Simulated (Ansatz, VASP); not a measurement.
Sb in VASP and in Ansatz

The input INCAR:

```
ALGO = Normal
EDIFF = 1E-6
ENCUT = 520
GGA = PE
ISIF = 2
ISMEAR = -1
LASPH = T
LCHARG = T
LELF = T
LREAL = F
LVHAR = T
LWAVE = F
NBANDS = 8
NELM = 80
PREC = Accurate
SIGMA = 0.08
```

KPOINTS

```
k-points
0
Gamma
  15 15 15
```

POSCAR

```
Sb
1.0
    0.0000000000      2.3959653716      2.3959653716
    2.3959653716      0.0000000000      2.3959653716
    2.3959653716      2.3959653716      0.0000000000
Sb
1
Direct
    0.0000000000      0.0000000000      0.0000000000
```

Input for Ansatz:

```yaml
crystal:
  lattice:
    - [0.0, 2.3959653716, 2.3959653716]
    - [2.3959653716, 0.0, 2.3959653716]
    - [2.3959653716, 2.3959653716, 0.0]
  atoms:
    - { symbol: Sb, position: [0.0, 0.0, 0.0] }
kpoints:
  mp_grid: { grid: [15, 15, 15] }
  band_path:
    path:
      - [0.0, 0.0, 0.0]
      - [0.5, 0.0, 0.5]
      - [0.625, 0.25, 0.625]
      - [0.375, 0.375, 0.75]
      - [0.0, 0.0, 0.0]
      - [0.5, 0.5, 0.5]
      - [0.5, 0.25, 0.75]
      - [0.5, 0.0, 0.5]
    npoints: 14
scf:
  occupations: { method: fermi_dirac, width: 0.08 }
hamiltonian:
  xc: pbe
  pseudopotentials: { kind: all_electron, lapw: { basis_error: 0.001 } }
output:
  forces: true
  stress: true
  eigenvalues: true
  populations: true
  dos: { projected: true, de: 0.2, e_range: [-14, 8] }
```

Alike in both runs: task single point; functional PBE; k mesh 15 × 15 × 15; occupations fermi-dirac, width 0.08 eV; no spin polarisation.

|  | VASP | Ansatz |
| --- | --- | --- |
| version | VASP 6.6.1 | Ansatz 0.2.0 |
| potentials or method | VASP PAW PBE potentials, release 64 (Sb), cutoff 520 eV | all-electron LAPW, scalar-relativistic |

Ansatz gave:

| Quantity | Value |
| --- | --- |
| pressure (GPa) | 0.0 |

Q: What did VASP give for the same quantities?

A: Pressure (GPa): -0.1.

Ansatz ran all-electron here, and VASP with PAW potentials.

Spin-orbit coupling is off throughout.
